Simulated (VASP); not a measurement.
A run of VASP 6.6.1 is set up as follows.

The input INCAR:

```
SYSTEM = Sb
PREC = Accurate ; ENCUT = 400
EDIFF = 1E-8 ; ISMEAR = -1
SIGMA = 0.08 ; LREAL = .FALSE.
LASPH = .TRUE. ; NELM = 120
ALGO = Normal ; ISIF = 2
LWAVE = .FALSE. ; LCHARG = .FALSE.
GGA = PE ; LEFG = .TRUE.
NBANDS = 8 ; GGA_COMPAT = .FALSE.
```

File KPOINTS:

```
Automatic mesh
0
G
  12 12 12
  0 0 0
```

File POSCAR:

```
Sb
1.0
    3.1600000000      0.0000000000      0.0000000000
    0.0000000000      3.1600000000      0.0000000000
    0.0000000000      0.0000000000      3.1600000000
Sb
1
Direct
    0.0000000000      0.0000000000      0.0000000000
```

Potentials or basis: VASP PAW PBE potentials, release 64 (Sb).

The run is started by

```sh
$ cat potpaw_PBE.64/Sb/POTCAR > POTCAR
$ mpirun -np 1 vasp_std > vasp.out
```

Task: Predict the pressure.

Result: -2.3 GPa.

Caveat: without QUAD_EFG the Cq values of the log hold for a quadrupole moment of 1 mb, not for the nuclei.
